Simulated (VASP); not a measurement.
# Zr (I4_1/amd) in VASP: relaxation of cell and atoms with r2SCAN

Aim: the relaxation of cell and atoms of Zr with r2SCAN.

All numbers are computed with VASP 6.6.1; they aren't measurements. Logs are shortened: lines on timing, memory, paths and dates and some standing lists are left out, and cuts for length are marked.

## (1) The cell of the first run

Symmetry: I4_1/amd, No. 141, tetragonal system. The conventional cell has a = 5.613 Å, b = 5.613 Å, c = 3.062 Å, α = 90.00°, β = 90.00°, γ = 90.00°. Within 3.8 Å of Zr (site symmetry -4m2) lie 10 Zr at 2.91 to 3.63 Å.

## (2) Relaxation of cell and atoms, r2SCAN

Input file POSCAR:

```
Zr
1.0
   -2.8067140066      2.8067140066      1.5311143010
    2.8067140066     -2.8067140066      1.5311143010
    2.8067140066      2.8067140066     -1.5311143010
Zr
2
Direct
    0.0000000000      0.0000000000      0.0000000000
    0.7500000000      0.2500000000      0.5000000000
```

Input file INCAR.step1:

```
PREC = Accurate
ENCUT = 600
ISMEAR = 0
SIGMA = 0.1
LREAL = False
LASPH = True
NELM = 80
GGA = PE
ALGO = Normal
EDIFF = 1E-4
LWAVE = True
LCHARG = False
KPAR = 4
```

Input file INCAR.step2:

```
PREC = Accurate
ENCUT = 600
EDIFF = 1E-7
ISMEAR = 0
SIGMA = 0.1
LREAL = False
LASPH = True
NELM = 80
ALGO = Normal
ISIF = 3
LWAVE = False
LCHARG = False
METAGGA = R2SCAN
LMIXTAU = True
IBRION = 2
NSW = 100
EDIFFG = -0.01
ISTART = 1
KPAR = 4
```

Input file KPOINTS:

```
Automatic mesh
0
Gamma
  20 20 20
```

Potentials or basis: VASP PAW PBE potentials, release 64 (Zr_sv).

On the command line:

```
cat potpaw_PBE.64/Zr_sv/POTCAR > POTCAR
cp INCAR.step1 INCAR
mpirun -np 4 vasp_std > vasp.out
cp INCAR.step2 INCAR
mpirun -np 4 vasp_std > vasp.out
```

OUTCAR:

```text
PREC = Accurate
   ENCUT = 600
   EDIFF = 1E-7
   ISMEAR = 0
   LREAL = False
   LASPH = True
   NELM = 80
   ISIF = 3
   METAGGA = R2SCAN
   IBRION = 2
   NSW = 100
   EDIFFG = -0.01
   ISTART = 1

 ion  position               nearest neighbor table
   1  0.000  0.000  0.000-   2 2.91   2 2.91   2 2.91   2 2.91   2 3.63   2 3.63   2 3.63   2 3.63

   2  0.750  0.250  0.500-   1 2.91   1 2.91   1 2.91   1 2.91   1 3.63   1 3.63   1 3.63   1 3.63

  LATTYP: Found a body centered tetragonal cell.
 ALAT       =     5.6134280132
 C/A-ratio  =     0.5455184595

  Lattice vectors:

 A1 = (  -2.8067140066,   2.8067140066,   1.5311143010)
 A2 = (   2.8067140066,  -2.8067140066,   1.5311143010)
 A3 = (   2.8067140066,   2.8067140066,  -1.5311143010)

Analysis of symmetry for initial positions (statically):
=====================================================================
 Subroutine PRICEL returns:
 Original cell was already a primitive cell.

 Routine SETGRP: Setting up the symmetry group for a
 body centered tetragonal supercell.

 Subroutine GETGRP returns: Found 16 space group operations
 (whereof  8 operations were pure point group operations)
 out of a pool of 16 trial point group operations.

The static configuration has the point symmetry D_2d.
 The point group associated with its full space group is D_4h.

Analysis of symmetry for dynamics (positions and initial velocities):
=====================================================================
 Subroutine PRICEL returns:
 Original cell was already a primitive cell.

 Routine SETGRP: Setting up the symmetry group for a
 body centered tetragonal supercell.

 Subroutine GETGRP returns: Found 16 space group operations
 (whereof  8 operations were pure point group operations)
 out of a pool of 16 trial point group operations.

The dynamic configuration has the point symmetry D_2d.
 The point group associated with its full space group is D_4h.

 Subroutine INISYM returns: Found 16 space group operations
 (whereof  8 operations are pure point group operations),
 and found     1 'primitive' translations

----------------------------------------------------------------------------------------

                                     Primitive cell

  volume of cell :      48.2463

  direct lattice vectors                    reciprocal lattice vectors
    -2.806714007  2.806714007  1.531114301     0.000000000  0.178144264  0.326559552
     2.806714007 -2.806714007  1.531114301     0.178144264  0.000000000  0.326559552
     2.806714007  2.806714007 -1.531114301     0.178144264  0.178144264  0.000000000

  length of vectors
     4.254362236  4.254362236  4.254362236     0.371989946  0.371989946  0.251934034

  position of ions in fractional coordinates (direct lattice)
     0.000000000  0.000000000  0.000000000
     0.750000000  0.250000000  0.500000000

  ion indices of the primitive-cell ions
   primitive index   ion index
                 1           1
                 2           2

----------------------------------------------------------------------------------------

 KPOINTS: Automatic mesh

Automatic generation of k-mesh.
 Grid dimensions read from file:
 generate k-points for:   20   20   20

 Generating k-lattice:

  Cartesian coordinates                     Fractional coordinates (reciprocal lattice)
     0.000000000  0.008907213  0.016327978     0.050000000  0.000000000 -0.000000000
     0.008907213  0.000000000  0.016327978     0.000000000  0.050000000 -0.000000000
     0.008907213  0.008907213  0.000000000     0.000000000  0.000000000  0.050000000

  Length of vectors
     0.018599497  0.018599497  0.012596702

  Shift w.r.t. Gamma in fractional coordinates (k-lattice)
     0.000000000  0.000000000  0.000000000

 Subroutine IBZKPT returns following result:
 ===========================================

 Found    641 irreducible k-points:

 Following reciprocal coordinates:
            Coordinates               Weight
  0.000000  0.000000  0.000000      1.000000
  0.050000  0.000000  0.000000      8.000000
  0.100000  0.000000  0.000000      8.000000
  0.150000  0.000000 -0.000000      8.000000
  0.200000  0.000000  0.000000      8.000000
  0.250000  0.000000  0.000000      8.000000
[... 16 lines left out ...]
 -0.400000  0.050000 -0.000000     16.000000
 -0.350000  0.050000  0.000000     16.000000
 [... further k-points ...]
   k-points           NKPTS =    641   k-points in BZ     NKDIM =    641   number of bands    NBANDS=     16
   number of dos      NEDOS =    301   number of ions     NIONS =      2
   total plane-waves  NPLWV =  46656
   dimension x,y,z NGX =    36 NGY =   36 NGZ =   36
   dimension x,y,z NGXF=    72 NGYF=   72 NGZF=   72
   ions per type =               2
   NGX,Y,Z   is equivalent  to a cutoff of  14.07, 14.07, 14.07 a.u.
   NGXF,Y,Z  is equivalent  to a cutoff of  28.14, 28.14, 28.14 a.u.
 SYSTEM =  unknown system
   PREC   = accura    normal or accurate (medium, high low for compatibility)
   ISTART =      1    job   : 0-new  1-cont  2-samecut
   ICHARG =      0    charge: 1-file 2-atom 10-const
   ISPIN  =      1    spin polarized calculation?
   LNONCOLLINEAR =      F non collinear calculations
   LSORBIT =      F    spin-orbit coupling
   LASPH  =      T    aspherical Exc in radial PAW
   ENCUT  =  600.0 eV  44.10 Ry    6.64 a.u.   8.50  8.50  8.50*2*pi/ulx,y,z
   NELM   =     80;   NELMIN=  2; NELMDL=  0     # of ELM steps
   EDIFF  = 0.1E-06   stopping-criterion for ELM
   LREAL  =      F    real-space projection
   EDIFFG = -.1E-01   stopping-criterion for IOM
   NSW    =    100    number of steps for IOM
   IBRION =      2    ionic relax: 0-MD 1-quasi-New 2-CG
   NFREE  =      1    steps in history (QN), initial steepest desc. (CG)
   ISIF   =      3    stress and relaxation
   ISYM   =      2    0-nonsym 1-usesym 2-fastsym
   POTIM  = 0.5000    time-step for ionic-motion
   TEBEG  =    0.0;   TEEND  =   0.0 temperature during run
   PSTRESS=    0.0 pullay stress
   NELECT =      24.0000    total number of electrons
   NUPDOWN=      -1.0000    fix difference up-down
   EMIN   =  10.00;   EMAX   =-10.00  energy-range for DOS
   EFERMI =   0.00;   METHOD = LEGACY
   ISMEAR =     0;   SIGMA  =   0.10  broadening in eV -4-tet -1-fermi 0-gaus
   EFERMI_NEDOS =   21; number of points for ismear=-14 and -15
   IALGO  =     38    algorithm
   IMIX   =      4    mixing-type and parameters
     AMIX     =   0.40;   BMIX     =  1.00
     AMIX_MAG =   1.60;   BMIX_MAG =  1.00
  volume/ion in A,a.u.               =      24.12       162.79
  Fermi-wavevector in a.u.,A,eV,Ry     =   1.297151  2.451260 22.893180  1.682601
  Thomas-Fermi vector in A             =   2.428562
   LORBIT       =      0    0 simple, 1 ext, 2 COOP (PROOUT), +10 PAW based schemes
   METAGGA = R2SCAN    functional components
   LHFCALC =     F    Hartree Fock is set to
   AEXX    =    0.0000 exact exchange contribution
   IVDW    =     0    specifies the selected vdW correction
   LEPSILON=     F    determine dielectric tensor
   LRPA    =     F    only Hartree local field effects (RPA)
 conjugate gradient relaxation of ions
 non-spin polarized calculation
 Gauss-broadening in eV      SIGMA  =   0.10
  energy-cutoff  :      600.00
  volume of cell :       48.25
 maximum number of plane-waves:      1642
 NGX is ok and might be reduce to    36
   NGX = 17   NGY = 17   NGZ = 17

--------------------------------------- Ionic step        1  -------------------------------------------

 number of electron      24.0000000 magnetization

 Free energy of the ion-electron system (eV)
  ---------------------------------------------------
  ext. energy  EPLUGINS =         0.00000000
  ---------------------------------------------------
  free energy    TOTEN  =       -44.44752769 eV

  energy without entropy =      -44.43268299  energy(sigma->0) =      -44.44010534

------------------------ aborting loop because EDIFF is reached ----------------------------------------

  FORCE on cell =-STRESS in cart. coord.  units (eV):
  Direction    XX          YY          ZZ          XY          YZ          ZX
  --------------------------------------------------------------------------------------
  -------------------------------------------------------------------------------------
  Total       -0.8798929     -0.8798929     -0.2910379      0.0000000     -0.0000000      0.0000000
  in kB      -29.2197471    -29.2197471     -9.6648733      0.0000000     -0.0000000      0.0000000
  external PRESSURE =     -22.7014558 kB  Pullay stress =       0.0000000 kB
[... 129 lines left out ...]
  energy  without entropy=      -44.4487586276  energy(sigma->0) =      -44.45607470

--------------------------------------- Ionic step        5  -------------------------------------------

 number of electron      24.0000000 magnetization

 Free energy of the ion-electron system (eV)
  ---------------------------------------------------
  ext. energy  EPLUGINS =         0.00000000
  ---------------------------------------------------
  free energy    TOTEN  =       -44.46377076 eV

  energy without entropy =      -44.44919049  energy(sigma->0) =      -44.45648063

 E-fermi :   8.5419     XC(G=0): -11.8948

 val. band max:        8.5417311562   @ k =  -0.3500   0.4000   0.3500
 cond. band min:       8.5436691588   @ k =   0.3000   0.1500   0.1000
 fundamental gap:      0.0019380027
 Fermi energy:         8.5418719295

 k-point     1 :       0.0000    0.0000    0.0000
  band No.  band energies     occupation
      1     -41.7233      2.00000
      2     -41.3420      2.00000
      3     -19.5430      2.00000
      4     -19.5430      2.00000
      5     -18.4704      2.00000
      6     -18.4532      2.00000
[... 8 lines left out ...]
     15      11.8863      0.00000
     16      11.9412      0.00000
[... 420 lines left out ...]
  band No.  band energies     occupation
      1     -41.5988      2.00000
      2     -41.3634      2.00000
      3     -19.5076      2.00000
      4     -19.2838      2.00000
      5     -19.0644      2.00000
      6     -18.8444      2.00000
[... 8 lines left out ...]
     15      11.4092      0.00000
     16      11.4446      0.00000

 [... further k-points ...]

------------------------ aborting loop because EDIFF is reached ----------------------------------------

  FORCE on cell =-STRESS in cart. coord.  units (eV):
  Direction    XX          YY          ZZ          XY          YZ          ZX
  --------------------------------------------------------------------------------------
  -------------------------------------------------------------------------------------
  Total        0.0149413      0.0149413      0.0118829      0.0000000      0.0000000      0.0000000
  in kB        0.5120057      0.5120057      0.4072019      0.0000000      0.0000000      0.0000000
  external PRESSURE =       0.4770711 kB  Pullay stress =       0.0000000 kB
[... 17 lines left out ...]
  FREE ENERGIE OF THE ION-ELECTRON SYSTEM (eV)
  ---------------------------------------------------
  free  energy   TOTEN  =       -44.4637707645 eV

  energy  without entropy=      -44.4491904865  energy(sigma->0) =      -44.45648063

 reached required accuracy - stopping structural energy minimisation
```

Wall time 35 min (4 MPI ranks of Intel Xeon Platinum 8488C (Sapphire Rapids), shared host); peak memory 0.66 GiB.

Results:

- Free energy: -44.4638 eV
- Relaxed volume: 23.38 Å³/atom
- Relaxed cell: a = 4.187 Å, b = 4.187 Å, c = 4.187 Å, α = 97.80°, β = 97.80°, γ = 136.76°
- Space group after relaxing (to 0.1 Å): I4_1/amd (No. 141)
- Energy gained by relaxing: 8.1 meV/atom
- Ionic steps: 5
- Pressure after relaxing: 0.0 GPa
- Band gap on the k mesh: zero (bands 12 and 13 overlap by 1.15 eV)

Step by step:
```csv
step,energy change (eV),largest force (eV/Å),pressure (GPa),volume (Å³)
1,0.0000,0.0000,-2.27,48.25
2,-0.0102,0.0000,1.65,45.90
3,-0.0135,0.0000,0.29,46.65
4,-0.0159,0.0000,0.13,46.72
5,-0.0162,0.0000,0.05,46.75
```

Final structure:
```yaml
crystal:
  lattice:
    - [-2.75240, 2.75240, 1.54291]
    - [2.75240, -2.75240, 1.54291]
    - [2.75240, 2.75240, -1.54291]
  atoms:
    - { symbol: Zr, position: [0.00000, 0.00000, 0.00000] }
    - { symbol: Zr, position: [0.75000, 0.25000, 0.50000] }
```

Levels at points of the mesh, in eV from the Fermi level:
| k point | band 10 | band 11 | band 12 | band 13 | band 14 | band 15 |
| --- | --- | --- | --- | --- | --- | --- |
| (0.00, 0.00, 0.00) | -3.04 | -1.17 | -0.67 | 0.28 | 3.34 | 3.34 |
| (0.50, 0.00, 0.00) | -2.30 | -1.00 | -0.17 | 1.35 | 1.71 | 2.00 |
| (0.50, 0.50, 0.00) | -2.72 | -0.48 | -0.48 | 0.84 | 0.84 | 2.58 |
| (0.50, 0.50, 0.50) | -2.25 | 0.22 | 0.22 | 0.75 | 0.75 | 3.15 |

Caveat: the PAW data sets were made with another functional, which shifts forces and pressure a little.
